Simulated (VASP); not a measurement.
# AlN: relaxation of the atoms with PBEsol

The system is AlN.

```
Al N
1.0
     3.06707    0.00000    0.00000
    -1.53354    2.65616    0.00000
     0.00000    0.00000    5.02492
Al N
2 2
Direct
  0.33333 0.66667 0.00222
  0.66667 0.33333 0.50222
  0.33333 0.66667 0.37978
  0.66667 0.33333 0.87978
```

This cell differs from its parent crystal: strained cell.

```
Program                : VASP 6.6.1
Task                   : relaxation of the atoms
Functional             : PBEsol
Potentials or basis    : VASP PAW PBE potentials, release 64 (Al, N)
Cutoff                 : 520 eV
k mesh                 : 9 × 9 × 4
Occupations            : gaussian, width 0.02 eV
Spin                   : no spin polarisation
Dipole correction      : no
Further INCAR settings : ALGO = Normal; EDIFF = 1e-07; IBRION = 2; EDIFFG = -0.002; NSW = 60
```

* Energy gained by relaxing: 0.0 meV/atom
* Ionic steps: 3
* Pressure after relaxing: 4.9 GPa
* Band gap on the k mesh: 4.42 eV

Stress tensor (GPa, compression positive):
```
7.26 0.00 0.00
0.00 7.26 0.00
0.00 0.00 0.15
```

Final structure:
```
Al N
1.0
     3.06707    0.00000    0.00000
    -1.53354    2.65616    0.00000
     0.00000    0.00000    5.02492
Al N
2 2
Direct
  0.33333 0.66667 0.00218
  0.66667 0.33333 0.50218
  0.33333 0.66667 0.37982
  0.66667 0.33333 0.87982
```

Levels at points of the mesh, in eV from the valence-band top:
```
           k point  band 4  band 5  band 6  band 7  band 8  band 9  band 10  band 11  band 12
(0.00, 0.00, 0.00)   -0.61   -0.61   -0.01   -0.01    0.00    4.42     7.10    10.65    11.56
(0.00, 0.00, 0.50)   -3.38   -0.32   -0.32   -0.32   -0.32    6.77     6.77    10.42    10.42
```

It took 17 s on 1 thread of Intel(R) Xeon(R) Platinum 8375C CPU @ 2.90GHz (Ice Lake), on a shared host, peak memory 0.16 GiB.

Caveat: the cell differs from its parent crystal (strained cell); the PAW data sets were made with another functional, which shifts forces and pressure a little; an odd mesh through Γ misses points on the zone boundary, where band edges can lie.
